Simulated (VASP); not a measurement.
# ZnF2 (P4_2/mnm) in VASP: single point with PBE

Aim: the single point of ZnF2 with PBE.

Program: VASP 6.6.1. These are calculated values, not measurements. Logs are shortened: lines on timing, memory, paths and dates and some standing lists are left out, and cuts for length are marked.

## (1) The cell of the first run

The structure is tetragonal, space group P4_2/mnm (No. 136). Conventional cell: a = 4.703 Å, b = 4.703 Å, c = 3.133 Å, α = 90.00°, β = 90.00°, γ = 90.00°. Zn (site symmetry mmm) has 6 F at 2.02 to 2.04 Å within 2.7 Å. F (site symmetry m2m) has 3 Zn at 2.02 to 2.04 Å and 1 F at 2.62 Å within 2.7 Å.

## (2) Single point, PBE

Input file INCAR:

```
SYSTEM = ZnF2
ALGO = Normal ; EDIFF = 1E-6
ENCUT = 600 ; GGA = PE
GGA_COMPAT = .FALSE. ; ISIF = 2
ISMEAR = 0 ; LASPH = .TRUE.
LCHARG = .FALSE. ; LREAL = .FALSE.
LWAVE = .FALSE. ; NBANDS = 35
NELM = 120 ; PREC = Accurate
SIGMA = 0.1
```

Input file KPOINTS:

```
k-points
0
G
  4 4 6
  0 0 0
```

Input file POSCAR:

```
ZnF2
1.0
    4.7029442800      0.0000000000      0.0000000000
    0.0000000000      4.7029442800      0.0000000000
    0.0000000000      0.0000000000      3.1328902200
Zn F
2 4
Direct
    0.5000000000      0.5000000000      0.5000000000
    0.0000000000      0.0000000000      0.0000000000
    0.6968616200      0.6968616200      0.0000000000
    0.8031383800      0.1968616200      0.5000000000
    0.3031383800      0.3031383800      0.0000000000
    0.1968616200      0.8031383800      0.5000000000
```

Potentials or basis: VASP PAW PBE potentials, release 64 (Zn, F).

Started as:

```console
cat potpaw_PBE.64/Zn/POTCAR potpaw_PBE.64/F/POTCAR > POTCAR
mpirun -np 1 vasp_std > vasp.out
```

OUTCAR:

```text
SYSTEM = ZnF2
   EDIFF = 1E-6
   ENCUT = 600
   GGA = PE
   ISIF = 2
   ISMEAR = 0
   LASPH = .TRUE.
   LREAL = .FALSE.
   NELM = 120
   PREC = Accurate

 ion  position               nearest neighbor table
   1  0.500  0.500  0.500-   4 2.02   6 2.02   5 2.04   3 2.04   3 2.04   5 2.04
   2  0.000  0.000  0.000-   3 2.02   5 2.02   4 2.04   6 2.04   4 2.04   6 2.04
   3  0.697  0.697  0.000-   2 2.02   1 2.04   1 2.04
   4  0.803  0.197  0.500-   1 2.02   2 2.04   2 2.04
   5  0.303  0.303  0.000-   2 2.02   1 2.04   1 2.04
   6  0.197  0.803  0.500-   1 2.02   2 2.04   2 2.04

  LATTYP: Found a simple tetragonal cell.
 ALAT       =     4.7029442800
 C/A-ratio  =     0.6661550793

  Lattice vectors:

 A1 = (   4.7029442800,   0.0000000000,   0.0000000000)
 A2 = (   0.0000000000,   4.7029442800,   0.0000000000)
 A3 = (   0.0000000000,   0.0000000000,   3.1328902200)

Analysis of symmetry for initial positions (statically):
=====================================================================
 Subroutine PRICEL returns:
 Original cell was already a primitive cell.

 Routine SETGRP: Setting up the symmetry group for a
 simple tetragonal supercell.

 Subroutine GETGRP returns: Found 16 space group operations
 (whereof  8 operations were pure point group operations)
 out of a pool of 16 trial point group operations.

The static configuration has the point symmetry D_2h.
 The point group associated with its full space group is D_4h.

Analysis of symmetry for dynamics (positions and initial velocities):
=====================================================================
 Subroutine PRICEL returns:
 Original cell was already a primitive cell.

 Routine SETGRP: Setting up the symmetry group for a
 simple tetragonal supercell.

 Subroutine GETGRP returns: Found 16 space group operations
 (whereof  8 operations were pure point group operations)
 out of a pool of 16 trial point group operations.

The dynamic configuration has the point symmetry D_2h.
 The point group associated with its full space group is D_4h.

 Subroutine INISYM returns: Found 16 space group operations
 (whereof  8 operations are pure point group operations),
 and found     1 'primitive' translations

----------------------------------------------------------------------------------------

                                     Primitive cell

  volume of cell :      69.2923

  direct lattice vectors                    reciprocal lattice vectors
     4.702944280  0.000000000  0.000000000     0.212632755  0.000000000  0.000000000
     0.000000000  4.702944280  0.000000000     0.000000000  0.212632755  0.000000000
     0.000000000  0.000000000  3.132890220     0.000000000  0.000000000  0.319194076

  length of vectors
     4.702944280  4.702944280  3.132890220     0.212632755  0.212632755  0.319194076

  position of ions in fractional coordinates (direct lattice)
     0.500000000  0.500000000  0.500000000
     0.000000000  0.000000000  0.000000000
     0.696861620  0.696861620  0.000000000
     0.803138380  0.196861620  0.500000000
     0.303138380  0.303138380  0.000000000
     0.196861620  0.803138380  0.500000000

  ion indices of the primitive-cell ions
   primitive index   ion index
                 1           1
                 2           2
                 3           3
                 4           4
                 5           5
                 6           6

----------------------------------------------------------------------------------------

 KPOINTS: k-points

Automatic generation of k-mesh.
 Grid dimensions read from file:
 generate k-points for:    4    4    6

 Generating k-lattice:

  Cartesian coordinates                     Fractional coordinates (reciprocal lattice)
     0.053158189  0.000000000  0.000000000     0.250000000  0.000000000  0.000000000
     0.000000000  0.053158189  0.000000000     0.000000000  0.250000000  0.000000000
     0.000000000  0.000000000  0.053199013     0.000000000  0.000000000  0.166666667

  Length of vectors
     0.053158189  0.053158189  0.053199013

  Shift w.r.t. Gamma in fractional coordinates (k-lattice)
     0.000000000  0.000000000  0.000000000

 Subroutine IBZKPT returns following result:
 ===========================================

 Found     24 irreducible k-points:

 Following reciprocal coordinates:
            Coordinates               Weight
  0.000000  0.000000  0.000000      1.000000
  0.250000  0.000000  0.000000      4.000000
  0.500000  0.000000  0.000000      2.000000
  0.250000  0.250000  0.000000      4.000000
  0.500000  0.250000  0.000000      4.000000
  0.500000  0.500000  0.000000      1.000000
[... 16 lines left out ...]
  0.500000  0.250000  0.500000      4.000000
  0.500000  0.500000  0.500000      1.000000
   k-points           NKPTS =     24   k-points in BZ     NKDIM =     24   number of bands    NBANDS=     35
   number of dos      NEDOS =    301   number of ions     NIONS =      6
   total plane-waves  NPLWV =  44800
   dimension x,y,z NGX =    40 NGY =   40 NGZ =   28
   dimension x,y,z NGXF=    80 NGYF=   80 NGZF=   56
   ions per type =               2   4
   NGX,Y,Z   is equivalent  to a cutoff of  14.14, 14.14, 14.86 a.u.
   NGXF,Y,Z  is equivalent  to a cutoff of  28.28, 28.28, 29.72 a.u.
 SYSTEM =  ZnF2
   PREC   = accura    normal or accurate (medium, high low for compatibility)
   ISTART =      0    job   : 0-new  1-cont  2-samecut
   ICHARG =      2    charge: 1-file 2-atom 10-const
   ISPIN  =      1    spin polarized calculation?
   LNONCOLLINEAR =      F non collinear calculations
   LSORBIT =      F    spin-orbit coupling
   LASPH  =      T    aspherical Exc in radial PAW
   ENCUT  =  600.0 eV  44.10 Ry    6.64 a.u.   9.39  9.39  6.26*2*pi/ulx,y,z
   NELM   =    120;   NELMIN=  2; NELMDL= -5     # of ELM steps
   EDIFF  = 0.1E-05   stopping-criterion for ELM
   LREAL  =      F    real-space projection
[... 7 lines left out ...]
   TEBEG  =    0.0;   TEEND  =   0.0 temperature during run
   PSTRESS=    0.0 pullay stress
   NELECT =      52.0000    total number of electrons
   NUPDOWN=      -1.0000    fix difference up-down
   EMIN   =  10.00;   EMAX   =-10.00  energy-range for DOS
   EFERMI =   0.00;   METHOD = LEGACY
   ISMEAR =     0;   SIGMA  =   0.10  broadening in eV -4-tet -1-fermi 0-gaus
   EFERMI_NEDOS =   21; number of points for ismear=-14 and -15
   IALGO  =     38    algorithm
   IMIX   =      4    mixing-type and parameters
     AMIX     =   0.40;   BMIX     =  1.00
     AMIX_MAG =   1.60;   BMIX_MAG =  1.00
  volume/ion in A,a.u.               =      11.55        77.93
  Fermi-wavevector in a.u.,A,eV,Ry     =   1.487696  2.811339 30.112969  2.213241
  Thomas-Fermi vector in A             =   2.600825
   LORBIT       =      0    0 simple, 1 ext, 2 COOP (PROOUT), +10 PAW based schemes
   GGA     = PE    functional components
   LHFCALC =     F    Hartree Fock is set to
   AEXX    =    0.0000 exact exchange contribution
   IVDW    =     0    specifies the selected vdW correction
   LEPSILON=     F    determine dielectric tensor
   LRPA    =     F    only Hartree local field effects (RPA)
 non-spin polarized calculation
 Gauss-broadening in eV      SIGMA  =   0.10
  energy-cutoff  :      600.00
  volume of cell :       69.29
 maximum number of plane-waves:      2340
 NGX is ok and might be reduce to    40
   NGX = 19   NGY = 19   NGZ = 13

 number of electron      52.0000010 magnetization

 Free energy of the ion-electron system (eV)
  ---------------------------------------------------
  ext. energy  EPLUGINS =         0.00000000
  ---------------------------------------------------
  free energy    TOTEN  =       -23.16225702 eV

  energy without entropy =      -23.16225702  energy(sigma->0) =      -23.16225702

 E-fermi :  -0.6133     XC(G=0): -10.2818

 val. band max:       -1.1059415824   @ k =   0.0000   0.0000   0.0000
 cond. band min:       2.3926477186   @ k =   0.0000   0.0000   0.0000
 fundamental gap:      3.4985893010
 Fermi energy:        -0.6133041669

 k-point     1 :       0.0000    0.0000    0.0000
  band No.  band energies     occupation
      1     -23.0160      2.00000
      2     -22.2398      2.00000
      3     -22.2398      2.00000
      4     -22.2031      2.00000
      5      -7.3717      2.00000
      6      -6.4803      2.00000
[... 27 lines left out ...]
     34      13.9382      0.00000
     35      13.9382      0.00000

 k-point     2 :       0.2500    0.0000    0.0000
  band No.  band energies     occupation
      1     -22.9220      2.00000
      2     -22.4100      2.00000
      3     -22.2205      2.00000
      4     -22.1582      2.00000
      5      -7.0781      2.00000
      6      -6.3915      2.00000
[... 27 lines left out ...]
     34      14.6615      0.00000
     35      14.9181      0.00000

 k-point     3 :       0.5000    0.0000    0.0000
  band No.  band energies     occupation
      1     -22.6826      2.00000
      2     -22.6826      2.00000
      3     -22.1787      2.00000
      4     -22.1787      2.00000
      5      -6.4650      2.00000
      6      -6.4650      2.00000
[... 27 lines left out ...]
     34      14.5438      0.00000
     35      15.5540      0.00000

 k-point     4 :       0.2500    0.2500    0.0000
  band No.  band energies     occupation
      1     -22.8406      2.00000
      2     -22.4492      2.00000
      3     -22.2621      2.00000
      4     -22.1680      2.00000
      5      -7.0119      2.00000
      6      -6.3604      2.00000
[... 27 lines left out ...]
     34      13.9579      0.00000
     35      14.9312      0.00000

 k-point     5 :       0.5000    0.2500    0.0000
  band No.  band energies     occupation
      1     -22.6395      2.00000
      2     -22.6395      2.00000
      3     -22.2251      2.00000
      4     -22.2251      2.00000
      5      -6.7294      2.00000
      6      -6.7294      2.00000
[... 638 lines left out ...]
 k-point    22 :       0.2500    0.2500    0.5000
  band No.  band energies     occupation
      1     -22.4318      2.00000
      2     -22.3997      2.00000
      3     -22.2462      2.00000
      4     -22.2121      2.00000
      5      -6.4658      2.00000
      6      -6.1874      2.00000
[... 27 lines left out ...]
     34      13.2749      0.00000
     35      13.9210      0.00000

 k-point    23 :       0.5000    0.2500    0.5000
  band No.  band energies     occupation
      1     -22.4039      2.00000
      2     -22.4039      2.00000
      3     -22.2393      2.00000
      4     -22.2393      2.00000
      5      -6.4877      2.00000
      6      -6.4877      2.00000
[... 27 lines left out ...]
     34      12.4412      0.00000
     35      15.0887      0.00000

 k-point    24 :       0.5000    0.5000    0.5000
  band No.  band energies     occupation
      1     -22.4100      2.00000
      2     -22.4100      2.00000
      3     -22.2304      2.00000
      4     -22.2304      2.00000
      5      -6.6384      2.00000
      6      -6.6384      2.00000
[... 27 lines left out ...]
     34      11.5713      0.00000
     35      16.0429      0.00000

------------------------ aborting loop because EDIFF is reached ----------------------------------------

  FORCE on cell =-STRESS in cart. coord.  units (eV):
  Direction    XX          YY          ZZ          XY          YZ          ZX
  --------------------------------------------------------------------------------------
  -------------------------------------------------------------------------------------
  Total        2.7751006      2.7751006      3.1774849      0.0000000      0.0000000      0.0000000
  in kB       64.1659255     64.1659255     73.4698645      0.0000000      0.0000000      0.0000000
  external PRESSURE =      67.2672385 kB  Pullay stress =       0.0000000 kB

 VOLUME and BASIS-vectors are now :
 -----------------------------------------------------------------------------
  energy-cutoff  :      600.00
  volume of cell :       69.29
      direct lattice vectors                 reciprocal lattice vectors
     4.702944280  0.000000000  0.000000000     0.212632755  0.000000000  0.000000000
     0.000000000  4.702944280  0.000000000     0.000000000  0.212632755  0.000000000
     0.000000000  0.000000000  3.132890220     0.000000000  0.000000000  0.319194076

 POSITION                                       TOTAL-FORCE (eV/Angst)
 -----------------------------------------------------------------------------------
      2.35147      2.35147      1.56645         0.000000      0.000000      0.000000
      0.00000      0.00000      0.00000         0.000000      0.000000      0.000000
      3.27730      3.27730      0.00000         0.023447      0.023447      0.000000
      3.77712      0.92583      1.56645        -0.023447      0.023447      0.000000
      1.42564      1.42564      0.00000        -0.023447     -0.023447     -0.000000
      0.92583      3.77712      1.56645         0.023447     -0.023447     -0.000000
 -----------------------------------------------------------------------------------
    total drift:                               -0.000000     -0.000000     -0.000000

  FREE ENERGIE OF THE ION-ELECTRON SYSTEM (eV)
  ---------------------------------------------------
  free  energy   TOTEN  =       -23.1622570212 eV

  energy  without entropy=      -23.1622570212  energy(sigma->0) =      -23.16225702
```

Run time: 99 s. Hardware: 1 thread of AMD EPYC 7R13, shared host; peak memory 0.19 GiB.

What came out:

```yaml
Free_energy: -23.1623 eV
Pressure: 6.7 GPa
Largest_force: 0.033 eV/Å
Band_gap_on_the_k_mesh: 3.50 eV
```

Forces in eV/Å, atoms in the order of the input:
```
Zn   0.000  0.000  0.000
Zn   0.000  0.000  0.000
F    0.023  0.023  0.000
F   -0.023  0.023  0.000
F   -0.023 -0.023  0.000
F    0.023 -0.023  0.000
```

Levels at points of the mesh, in eV from the valence-band top:
| k point | band 24 | band 25 | band 26 | band 27 | band 28 | band 29 |
| --- | --- | --- | --- | --- | --- | --- |
| (0.00, 0.00, 0.00) | -0.35 | -0.35 | 0.00 | 3.50 | 9.36 | 9.66 |
| (0.50, 0.00, 0.00) | -0.65 | -0.44 | -0.44 | 6.11 | 6.11 | 10.57 |
| (0.50, 0.50, 0.00) | -1.27 | -0.37 | -0.37 | 7.04 | 7.04 | 9.20 |
| (0.00, 0.00, 0.50) | -1.30 | -1.25 | -1.25 | 8.27 | 8.27 | 11.93 |
| (0.50, 0.00, 0.50) | -1.34 | -0.06 | -0.06 | 8.78 | 8.78 | 10.36 |
| (0.50, 0.50, 0.50) | -1.25 | -0.80 | -0.80 | 8.10 | 8.10 | 11.51 |

Caveat: the cell stands under pressure.
